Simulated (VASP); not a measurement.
# BN (P6_3mc) in VASP: notebook, part 2 of 2

VASP 6.6.1. The steps go on from the part before.

### Step 3. Dielectric tensor, PBE

This run uses another cell than the first one, of 5.90 Å³/atom, 1.003 times its volume.

Contents of INCAR:

```
SYSTEM = BN
PREC = Accurate ; ENCUT = 520
EDIFF = 1E-8 ; ISMEAR = 0
SIGMA = 0.01 ; LREAL = .False.
LASPH = .True. ; NELM = 100
ALGO = Normal ; ISIF = 2
LWAVE = .False. ; LCHARG = .False.
GGA = PE ; LEPSILON = .True.
```

Contents of KPOINTS:

```
Automatic mesh
0
Gamma
  9 9 6
  0 0 0
```

Contents of POSCAR:

```
BN
1.0
    2.5439493036      0.0000000000      0.0000000000
   -1.2719746518      2.2031247228      0.0000000000
    0.0000000000      0.0000000000      4.2078167811
B N
2 2
Direct
    0.6666666667      0.3333333333      0.0002035744
    0.3333333333      0.6666666667      0.5002035744
    0.6666666667      0.3333333333      0.3747964256
    0.3333333333      0.6666666667      0.8747964256
```

Potentials or basis: VASP PAW PBE potentials, release 64 (B, N).

On the command line:

```bash
$ cat potpaw_PBE.64/B/POTCAR potpaw_PBE.64/N/POTCAR > POTCAR
$ mpirun -np 1 vasp_std > vasp.out
```

OUTCAR:

```text
SYSTEM = BN
   PREC = Accurate
   ENCUT = 520
   EDIFF = 1E-8
   ISMEAR = 0
   LREAL = .False.
   LASPH = .True.
   NELM = 100
   ISIF = 2
   GGA = PE
   LEPSILON = .True.

 ion  position               nearest neighbor table
   1  0.667  0.333  0.000-   4 1.56   4 1.56   4 1.56   3 1.58
   2  0.333  0.667  0.500-   3 1.56   3 1.56   3 1.56   4 1.58
   3  0.667  0.333  0.375-   2 1.56   2 1.56   2 1.56   1 1.58
   4  0.333  0.667  0.875-   1 1.56   1 1.56   1 1.56   2 1.58

  LATTYP: Found a hexagonal cell.
 ALAT       =     2.5439493036
 C/A-ratio  =     1.6540489919

  Lattice vectors:

 A1 = (   2.5439493036,   0.0000000000,   0.0000000000)
 A2 = (  -1.2719746518,   2.2031247228,   0.0000000000)
 A3 = (   0.0000000000,   0.0000000000,   4.2078167811)

Analysis of symmetry for initial positions (statically):
=====================================================================
 Subroutine PRICEL returns:
 Original cell was already a primitive cell.

 Routine SETGRP: Setting up the symmetry group for a
 hexagonal supercell.

 Subroutine GETGRP returns: Found 12 space group operations
 (whereof  6 operations were pure point group operations)
[... 592 lines left out ...]

  energy without entropy =       -0.26176189

------------------------ aborting loop because EDIFF is reached ----------------------------------------

 PIEZOELECTRIC TENSOR FIELD DIRECTION 3  (e Angst)
 -----------------------------------------------------------------------------
     0.75894 -0.00000  0.00000           (  0.00657 -0.00000  0.00000)
     0.00000  0.75894 -0.00000           (  0.00000  0.00657 -0.00000)
     0.00000 -0.00000 -1.56798           (  0.00000 -0.00000 -0.00939)

 PIEZOELECTRIC TENSOR FIELD DIRECTION 3  (C/m^2)
 -----------------------------------------------------------------------------
     0.51560 -0.00000  0.00000
     0.00000  0.51560 -0.00000
     0.00000 -0.00000 -1.06524

 MACROSCOPIC STATIC DIELECTRIC TENSOR (including local field effects in DFT)
 ------------------------------------------------------
           4.560400     0.000000     0.000000
           0.000000     4.560400     0.000000
           0.000000     0.000000     4.718611
 ------------------------------------------------------

 PIEZOELECTRIC TENSOR (including local field effects)  for field in x, y, z        (e  Angst)
          XX          YY          ZZ          XY          YZ          ZX
  --------------------------------------------------------------------------------
  x     0.00000     0.00000     0.00000     0.00000     0.00000     0.90861
  y     0.00000    -0.00000     0.00000    -0.00000     0.90861     0.00000
  z     0.75894     0.75894    -1.56798     0.00000     0.00000     0.00000

 PIEZOELECTRIC TENSOR (including local field effects)  for field in x, y, z        (C/m^2)
          XX          YY          ZZ          XY          YZ          ZX
  --------------------------------------------------------------------------------
  x     0.00000     0.00000     0.00000     0.00000     0.00000     0.61728
  y     0.00000    -0.00000     0.00000    -0.00000     0.61728     0.00000
  z     0.51560     0.51560    -1.06524     0.00000     0.00000     0.00000

 BORN EFFECTIVE CHARGES (including local field effects) (in |e|, cummulative output)
 ---------------------------------------------------------------------------------
 ion    1
    1     1.84218    -0.00000     0.00000
    2     0.00000     1.84218     0.00000
    3     0.00000     0.00000     1.94043
 ion    2
    1     1.84218     0.00000    -0.00000
    2     0.00000     1.84218     0.00000
    3     0.00000     0.00000     1.94043
 ion    3
    1    -1.84218     0.00000     0.00000
    2    -0.00000    -1.84218     0.00000
    3     0.00000     0.00000    -1.94043
 ion    4
    1    -1.84218     0.00000     0.00000
    2    -0.00000    -1.84218     0.00000
    3     0.00000    -0.00000    -1.94043
```

OSZICAR:

```text
N       E                     dE             d eps       ncg     rms          rms(c)
DAV:   1     0.509380252477E+02    0.50938E+02   -0.88627E+03  1152   0.130E+03
DAV:   2    -0.340454460444E+02   -0.84983E+02   -0.80882E+02  1568   0.276E+02
[... 12 lines left out ...]
RMM:   4    -0.260110850123E+00   -0.13204E-01   -0.39506E-03  2012   0.523E-01    0.610E-02
RMM:   5    -0.261641150195E+00   -0.15303E-02   -0.91735E-05  2052   0.859E-02    0.573E-03
RMM:   6    -0.261707365406E+00   -0.66215E-04   -0.15896E-06  2116   0.101E-02    0.272E-03
RMM:   7    -0.261748326483E+00   -0.40961E-04   -0.21861E-07  2090   0.441E-03    0.437E-04
RMM:   8    -0.261761844762E+00   -0.13518E-04   -0.25250E-08  2146   0.104E-03    0.750E-05
RMM:   9    -0.261761766042E+00    0.78720E-07   -0.41069E-09  1833   0.255E-04    0.341E-05
RMM:  10    -0.261761894035E+00   -0.12799E-06    0.27242E-10  1142   0.764E-05    0.534E-06
```

Wall time 3.5 min (1 thread of AMD EPYC 7R43 (Zen 3), shared host); peak memory 0.18 GiB.

Results:

```
Band gap on the k mesh                  : 5.19 eV, indirect (least direct gap 8.29 eV)
Electronic dielectric tensor (diagonal) : 4.56, 4.56, 4.72
Born charges (mean of the diagonal)     : B +1.87; N -1.87 e
```

Electronic dielectric tensor:
```
4.56 0.00 0.00
0.00 4.56 0.00
0.00 0.00 4.72
```

Born effective charge tensors (e):
atom 1, B
```
1.84 0.00 0.00
0.00 1.84 0.00
0.00 0.00 1.94
```
atom 2, B
```
1.84 0.00 0.00
0.00 1.84 0.00
0.00 0.00 1.94
```
atom 3, N
```
-1.84  0.00  0.00
 0.00 -1.84  0.00
 0.00  0.00 -1.94
```
atom 4, N
```
-1.84  0.00  0.00
 0.00 -1.84  0.00
 0.00  0.00 -1.94
```

### Step 4. G0W0 quasiparticle levels, PBE

This run uses another cell than the first one, of 5.90 Å³/atom, 1.003 times its volume.

POSCAR is that of step 3.

Contents of INCAR.step1:

```
  ALGO = Normal
  EDIFF = 1E-8
  ENCUT = 500
  GGA = PE
  ISMEAR = 0
  LASPH = True
  LCHARG = False
  LREAL = False
  LWAVE = True
  NELM = 80
  PREC = Accurate
  SIGMA = 0.01
```

Contents of INCAR.step2:

```
  ALGO = Exact
  EDIFF = 1E-8
  ENCUT = 500
  GGA = PE
  ISMEAR = 0
  ISTART = 1
  LASPH = True
  LCHARG = False
  LOPTICS = True
  LREAL = False
  LWAVE = True
  NBANDS = 78
  NELM = 1
  PREC = Accurate
  SIGMA = 0.01
```

Contents of INCAR.step3:

```
  ALGO = EVGW0
  EDIFF = 1E-8
  ENCUT = 500
  ENCUTGW = 120.0
  GGA = PE
  ISMEAR = 0
  ISTART = 1
  LASPH = True
  LCHARG = False
  LREAL = False
  LWAVE = False
  NBANDS = 78
  NBANDSGW = 16
  NELMGW = 1
  NOMEGA = 48
  PREC = Accurate
  PRECFOCK = Fast
  SIGMA = 0.01
```

Contents of KPOINTS:

```
k-points
0
Gamma
  6 6 4
```

Potentials or basis: VASP PAW PBE potentials, release 64 (B_GW, N_GW).

On the command line:

```bash
$ cat potpaw_PBE.64/B_GW/POTCAR potpaw_PBE.64/N_GW/POTCAR > POTCAR
$ cp INCAR.step1 INCAR
$ mpirun -np 1 vasp_std > vasp.out
$ cp INCAR.step2 INCAR
$ mpirun -np 1 vasp_std > vasp.out
$ cp INCAR.step3 INCAR
$ mpirun -np 1 vasp_std > vasp.out
```

OUTCAR:

```text
EDIFF = 1E-8
   ENCUT = 500
   ENCUTGW = 120.0
   GGA = PE
   ISMEAR = 0
   ISTART = 1
   LASPH = True
   LREAL = False
   NELMGW = 1
   PREC = Accurate
   PRECFOCK = Fast

 ion  position               nearest neighbor table
   1  0.667  0.333  0.000-   4 1.56   4 1.56   4 1.56   3 1.58
   2  0.333  0.667  0.500-   3 1.56   3 1.56   3 1.56   4 1.58
   3  0.667  0.333  0.375-   2 1.56   2 1.56   2 1.56   1 1.58
   4  0.333  0.667  0.875-   1 1.56   1 1.56   1 1.56   2 1.58

  LATTYP: Found a hexagonal cell.
 ALAT       =     2.5439493036
 C/A-ratio  =     1.6540489919

  Lattice vectors:
[... 177 lines left out ...]
   NELMHF              =     1    number of iterations in the inner HF iteration
   NKREDLFX            =     1    NKREDLFY  =   1   NKREDLFZ  =   1
 non-spin polarized calculation
 Gauss-broadening in eV      SIGMA  =   0.01
  energy-cutoff  :      500.00
  volume of cell :       23.58
 maximum number of plane-waves:       609
 NGX is ok and might be reduce to    20
  NGX = 12; NGY = 12; NGZ = 20
   NGX =  9   NGY =  9   NGZ = 15
 maximum number of plane-waves:        76
 NGX is ok and might be reduce to    10

 QP shifts <psi_nk| G(iteration)W_0 |psi_nk>: iteration 1
 for sc-GW calculations column KS-energies equals QP-energies in previous step
 and V_xc(KS)=  KS-energies - (<T + V_ion + V_H > + <T+V_H+V_ion>^1  + <V_x>^1)

 k-point   1 :       0.0000    0.0000    0.0000
  band No.  KS-energies  QP-energies   sigma(KS)   V_xc(KS)     V^pw_x(r,r')   Z            occupation Imag(sigma)

      1     -12.7893     -14.6841     -17.9269     -15.5003     -26.5187       0.7809       2.0000       1.4630
      2      -8.6263     -10.1434     -18.8306     -16.8460     -26.7663       0.7644       2.0000       0.9304
      3      -3.3002      -4.8114     -16.4386     -14.4702     -21.6944       0.7677       2.0000       0.2912
      4       5.5106       4.7059     -18.3867     -17.4026     -21.6437       0.8178       2.0000       0.0963
      5       5.5106       4.7059     -18.3867     -17.4026     -21.6437       0.8178       2.0000       0.0963
      6       7.3721       6.7931     -18.8992     -18.1977     -21.7358       0.8255       2.0000       0.0814
[... 395 lines left out ...]
      2      -7.3254      -8.7435     -19.2103     -17.3351     -26.8692       0.7563       2.0000       0.7518
      3      -1.2109      -2.6969     -17.2529     -15.3459     -22.1356       0.7792       2.0000       0.2136
      4      -1.2109      -2.6969     -17.2529     -15.3459     -22.1356       0.7792       2.0000       0.2136
      5      -0.1118      -1.4234     -16.5717     -14.9199     -20.7948       0.7941       2.0000       0.1707
      6      -0.1118      -1.4234     -16.5717     -14.9199     -20.7948       0.7941       2.0000       0.1707
[... 8 lines left out ...]
     15      24.3506      26.2832     -13.9902     -16.4811      -7.0311       0.7759       0.0000      -0.2635
     16      24.3506      26.2832     -13.9902     -16.4811      -7.0311       0.7759       0.0000      -0.2635
```

OUTCAR.step2:

```text
EDIFF = 1E-8
   ENCUT = 500
   GGA = PE
   ISMEAR = 0
[... 1044 lines left out ...]
  --------------------------------------------------------------------------------------------------------------
     0.00000     4.73662     4.73662     4.81947    -0.00000    -0.00000     0.00000
     1.52743     4.79378     4.79378     4.88072    -0.00000    -0.00000     0.00000
     3.05487     4.98023     4.98023     5.08145    -0.00000    -0.00000     0.00000
     4.58230     5.34461     5.34461     5.47834    -0.00000    -0.00000     0.00000
     6.10974     6.01682     6.01682     6.23011    -0.00000    -0.00000     0.00000
     7.63717     7.41867     7.41867     7.92892    -0.00000    -0.00000     0.00000
[... 92 lines left out ...]
   149.68862     0.95765     0.95765     0.95779    -0.00000     0.00000     0.00000
   151.21605     0.95857     0.95857     0.95871    -0.00000     0.00000     0.00000
```

It took 4 min on 1 thread of Intel Xeon 6975P-C, shared host; peak memory 0.34 GiB.

What came out:

- Band gap on the k mesh, mean-field level: 5.19 eV, indirect (least direct gap 8.32 eV)
- Quasiparticle gap: 6.54 eV
- Least direct quasiparticle gap: 10.15 eV

Levels at points of the mesh, in eV from the valence-band top:
| k point | band 6 | band 7 | band 8 | band 9 | band 10 | band 11 |
| --- | --- | --- | --- | --- | --- | --- |
| (0.00, 0.00, 0.00) | -0.27 | 0.00 | 0.00 | 8.39 | 8.39 | 8.62 |
| (0.50, 0.00, 0.00) | -5.00 | -4.42 | -2.12 | 6.72 | 7.98 | 10.63 |
| (0.00, 0.00, 0.50) | -1.18 | -1.18 | -1.18 | 9.52 | 9.52 | 9.94 |
| (0.50, 0.00, 0.50) | -3.78 | -3.58 | -3.58 | 6.61 | 6.61 | 10.06 |

Caveat: the k points lie up to 0.48 Å⁻¹ apart; the cutoff is under 1.25 times the usual one of these potentials, so pressure, stress and relaxed cells hold a basis-set (Pulay) error; bands, screening cutoff and mesh are small and nothing is extrapolated, so the quasiparticle values aren't converged.

### Step 5. Dielectric tensor, r2SCAN

This run uses another cell than the first one, of 5.90 Å³/atom, 1.003 times its volume.

Contents of INCAR:

```
SYSTEM = BN
ALGO = Normal
EDIFF = 1E-8
ENCUT = 520
ISIF = 2
ISMEAR = 0
LASPH = .TRUE.
LCALCEPS = .TRUE.
LCHARG = .FALSE.
LMIXTAU = .TRUE.
LREAL = .FALSE.
LWAVE = .FALSE.
METAGGA = R2SCAN
NELM = 80
PREC = Accurate
SIGMA = 0.01
```

Contents of KPOINTS:

```
k-points
0
G
  9 9 6
  0 0 0
```

POSCAR is that of step 4.

Potentials or basis: VASP PAW PBE potentials, release 64 (B, N).

On the command line:

```bash
$ cat potpaw_PBE.64/B/POTCAR potpaw_PBE.64/N/POTCAR > POTCAR
$ mpirun -np 1 vasp_std > vasp.out
```

OUTCAR:

```text
SYSTEM = BN
   EDIFF = 1E-8
   ENCUT = 520
   ISIF = 2
   ISMEAR = 0
   LASPH = .TRUE.
   LREAL = .FALSE.
   METAGGA = R2SCAN
   NELM = 80
   PREC = Accurate

 ion  position               nearest neighbor table
   1  0.667  0.333  0.000-   4 1.56   4 1.56   4 1.56   3 1.58
   2  0.333  0.667  0.500-   3 1.56   3 1.56   3 1.56   4 1.58
   3  0.667  0.333  0.375-   2 1.56   2 1.56   2 1.56   1 1.58
   4  0.333  0.667  0.875-   1 1.56   1 1.56   1 1.56   2 1.58

  LATTYP: Found a hexagonal cell.
 ALAT       =     2.5439493036
 C/A-ratio  =     1.6540489919

  Lattice vectors:

 A1 = (   2.5439493036,   0.0000000000,   0.0000000000)
 A2 = (  -1.2719746518,   2.2031247228,   0.0000000000)
 A3 = (   0.0000000000,   0.0000000000,   4.2078167811)

Analysis of symmetry for initial positions (statically):
=====================================================================
 Subroutine PRICEL returns:
 Original cell was already a primitive cell.

 Routine SETGRP: Setting up the symmetry group for a
 hexagonal supercell.

[... 570 lines left out ...]
  z     0.54417     0.54417    -1.11980     0.00000     0.00000     0.00000

 BORN EFFECTIVE CHARGES (including local field effects) (in |e|, cummulative output)
 ---------------------------------------------------------------------------------
 ion    1
    1     1.94263     0.00000     0.00000
    2    -0.00000     1.94263     0.00000
    3     0.00000     0.00000     2.04409
 ion    2
    1     1.94263     0.00000     0.00000
    2     0.00000     1.94263     0.00000
    3    -0.00000     0.00000     2.04409
 ion    3
    1    -1.94263     0.00000     0.00000
    2     0.00000    -1.94263     0.00000
    3    -0.00000     0.00000    -2.04409
 ion    4
    1    -1.94263     0.00000     0.00000
    2     0.00000    -1.94263     0.00000
    3    -0.00000     0.00000    -2.04409

  FORCE on cell =-STRESS in cart. coord.  units (eV):
  Direction    XX          YY          ZZ          XY          YZ          ZX
  --------------------------------------------------------------------------------------
  -------------------------------------------------------------------------------------
  Total        0.1658277      0.1658277      0.1612353      0.0000000      0.0000000      0.0000000
  in kB       11.2658325     11.2658325     10.9538366      0.0000000      0.0000000      0.0000000
  external PRESSURE =      11.1618339 kB  Pullay stress =       0.0000000 kB

 VOLUME and BASIS-vectors are now :
 -----------------------------------------------------------------------------
  energy-cutoff  :      520.00
  volume of cell :       23.58
      direct lattice vectors                 reciprocal lattice vectors
     2.543949304  0.000000000  0.000000000     0.393089594  0.226950383  0.000000000
    -1.271974652  2.203124723  0.000000000     0.000000000  0.453900766  0.000000000
     0.000000000  0.000000000  4.207816781     0.000000000  0.000000000  0.237652933

 POSITION                                       TOTAL-FORCE (eV/Angst)
 -----------------------------------------------------------------------------------
      1.27197      0.73437      0.00086        -0.000000     -0.000000      0.002394
     -0.00000      1.46875      2.10476        -0.000000      0.000000      0.002394
      1.27197      0.73437      1.57707         0.000000      0.000000     -0.002394
     -0.00000      1.46875      3.68098        -0.000000      0.000000     -0.002394
 -----------------------------------------------------------------------------------
    total drift:                               -0.000000     -0.000000     -0.002196

  FREE ENERGIE OF THE ION-ELECTRON SYSTEM (eV)
  ---------------------------------------------------
  free  energy   TOTEN  =       -38.2659293619 eV

  energy  without entropy=      -38.2659293619  energy(sigma->0) =      -38.26592936
```

OSZICAR:

```text
N       E                     dE             d eps       ncg     rms          rms(c)
DAV:   1     0.454401304949E+02    0.45440E+02   -0.91091E+03  1152   0.134E+03
DAV:   2    -0.419335717787E+02   -0.87374E+02   -0.83064E+02  1556   0.285E+02
[... 13 lines left out ...]
DMP:   8    -0.382659292814E+02   -0.55520E-07   -0.46038E-07  1200   0.135E-06  -0.379E-07
DMP:   9    -0.382659293017E+02   -0.20305E-07   -0.37462E-07  1200   0.979E-07  -0.826E-08
DMP:  10    -0.382659293254E+02   -0.23646E-07   -0.27019E-07  1200   0.539E-07   0.262E-07
DMP:  11    -0.382659293437E+02   -0.18304E-07   -0.15738E-07  1200   0.275E-07   0.228E-07
DMP:  12    -0.382659293549E+02   -0.11231E-07   -0.92260E-08  1200   0.155E-07   0.146E-07
DMP:  13    -0.382659293619E+02   -0.70431E-08   -0.55047E-08  1200   0.856E-08   0.100E-07
   1 F= -.38265929E+02 E0= -.38265929E+02  d E =-.155830E-17
```

Run time: 22 min. Hardware: 1 thread of Intel Xeon Platinum 8488C (Sapphire Rapids), shared host; peak memory 0.38 GiB.

Results:

| Property | Result |
| --- | --- |
| Band gap on the k mesh | 5.72 eV, indirect (least direct gap 8.97 eV) |
| Electronic dielectric tensor (diagonal) | 4.44, 4.44, 4.61 |
| Born charges (mean of the diagonal) | B +1.98; N -1.98 e |

Electronic dielectric tensor:
```
4.44 0.00 0.00
0.00 4.44 0.00
0.00 0.00 4.61
```

Born effective charge tensors (e):
atom 1, B
```
1.94 0.00 0.00
0.00 1.94 0.00
0.00 0.00 2.04
```
atom 2, B
```
1.94 0.00 0.00
0.00 1.94 0.00
0.00 0.00 2.04
```
atom 3, N
```
-1.94  0.00  0.00
 0.00 -1.94  0.00
 0.00  0.00 -2.04
```
atom 4, N
```
-1.94  0.00  0.00
 0.00 -1.94  0.00
 0.00  0.00 -2.04
```

Dipole moments of the cell (e·Å, modulo the quantum): ionic 0.000, 0.000, -1.055; electronic 0.000, 0.000, -0.018

Caveat: the PAW data sets were made with another functional, which shifts forces and pressure a little.

### Step 6. The runs side by side

```tsv
task	level	potentials or basis	cell	k mesh	cutoff (eV)	GW scheme	GW iterations	cutoff of the response function	frequency points	empty bands	gap on the mesh (eV)
vibrations by perturbation theory	PBEsol	VASP PAW PBE potentials, release 64 (B, N)	a = 2.541, b = 2.541, c = 4.203 Å, angles 90.0, 90.0, 120.0°, 4 atoms	9 × 9 × 6	520	-	-	-	-	-	-
dielectric tensor	PBE	VASP PAW PBE potentials, release 64 (B, N)	a = 2.544, b = 2.544, c = 4.208 Å, angles 90.0, 90.0, 120.0°, 4 atoms	9 × 9 × 6	520	-	-	-	-	-	5.19
G0W0 quasiparticle levels	PBE	VASP PAW PBE potentials, release 64 (B_GW, N_GW)	a = 2.544, b = 2.544, c = 4.208 Å, angles 90.0, 90.0, 120.0°, 4 atoms	6 × 6 × 4	500	G0W0	1	120	48	70	-
dielectric tensor	r2SCAN	VASP PAW PBE potentials, release 64 (B, N)	a = 2.544, b = 2.544, c = 4.208 Å, angles 90.0, 90.0, 120.0°, 4 atoms	9 × 9 × 6	520	-	-	-	-	-	5.72
```

Alike in all rows: no spin polarisation; smearing gaussian 0.01 eV.

Caveats: some runs use coarse meshes; the PAW data sets were made with another functional, which shifts forces and pressure a little (some runs); the cutoff is under 1.25 times the usual one of these potentials, so pressure, stress and relaxed cells hold a basis-set (Pulay) error (some runs); bands, screening cutoff and mesh are small and nothing is extrapolated, so the quasiparticle values aren't converged (some runs).

Absolute energies hang on the potentials; compare differences alone.
